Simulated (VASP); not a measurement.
Write the native input for VASP 6.6.1 that does the following.

```yaml
Task: single point
Functional: r2SCAN
Potentials_or_basis: VASP PAW PBE potentials, release 64 (Si, Na_pv, I)
Cutoff: 520 eV
k_mesh: 6 × 6 × 6
Occupations: methfessel-paxton, width 0.0501 eV
Spin: no spin polarisation
Dipole_correction: no
Further_INCAR_settings: ALGO = Normal; EDIFF = 1e-06; NBANDS = 22
```

Crystal: NaSi2I2.

```xyz
5
Lattice="0.0000 5.3647 0.0000 5.3647 0.0000 0.0000 2.6824 2.6824 -3.6371" Properties=species:S:1:pos:R:3 pbc="T T T"
Si    2.6824    2.6824   -1.0979
Si    5.3647    5.3647   -2.5392
Na    0.0000    0.0000    0.0000
I     2.6824    5.3647   -1.8185
I     5.3647    2.6824   -1.8185
```

The input as run:

POSCAR

```
NaSi2I2
1.0
    0.0000000000      5.3647027866      0.0000000000
    5.3647027866      0.0000000000      0.0000000000
    2.6823513933      2.6823513933     -3.6370737439
Si Na I
2 1 2
Direct
    0.3490739529      0.3490739529      0.3018520942
    0.6509260471      0.6509260471      0.6981479058
    0.0000000000      0.0000000000      0.0000000000
    0.7500000000      0.2500000000      0.5000000000
    0.2500000000      0.7500000000      0.5000000000
```

INCAR.step1

```
SYSTEM = NaSi2I2
PREC = Accurate
ENCUT = 520
ISMEAR = 1
SIGMA = 0.0501
LREAL = .False.
LASPH = .True.
NELM = 60
NBANDS = 22
GGA = PE
ALGO = Normal
EDIFF = 1E-4
LWAVE = .True.
LCHARG = .False.
```

INCAR.step2

```
SYSTEM = NaSi2I2
PREC = Accurate
ENCUT = 520
EDIFF = 1E-6
ISMEAR = 1
SIGMA = 0.0501
LREAL = .False.
LASPH = .True.
NELM = 60
ALGO = Normal
ISIF = 2
LWAVE = .False.
LCHARG = .False.
METAGGA = R2SCAN
LMIXTAU = .True.
NBANDS = 22
ISTART = 1
```

KPOINTS

```
Automatic mesh
0
Gamma
  6 6 6
  0 0 0
```

Potentials or basis: VASP PAW PBE potentials, release 64 (Si, Na_pv, I).

The run is started by

```console
$ cat potpaw_PBE.64/Si/POTCAR potpaw_PBE.64/Na_pv/POTCAR potpaw_PBE.64/I/POTCAR > POTCAR
$ cp INCAR.step1 INCAR
$ mpirun -np 1 vasp_std > vasp.out
$ cp INCAR.step2 INCAR
$ mpirun -np 1 vasp_std > vasp.out
```

It gave:

| Quantity | Value |
| --- | --- |
| Pressure | 19.9 GPa |
| Largest force | 0.015 eV/Å |

Caveat: the PAW data sets were made with another functional, which shifts forces and pressure a little; an odd number of electrons without spin polarisation forces a metal; a magnetic or distorted state may lie lower.

Run time: 3.5 min on 1 thread of Intel(R) Xeon(R) Platinum 8259CL CPU @ 2.50GHz (Skylake/Cascade Lake) (shared host), peak memory 0.29 GiB.
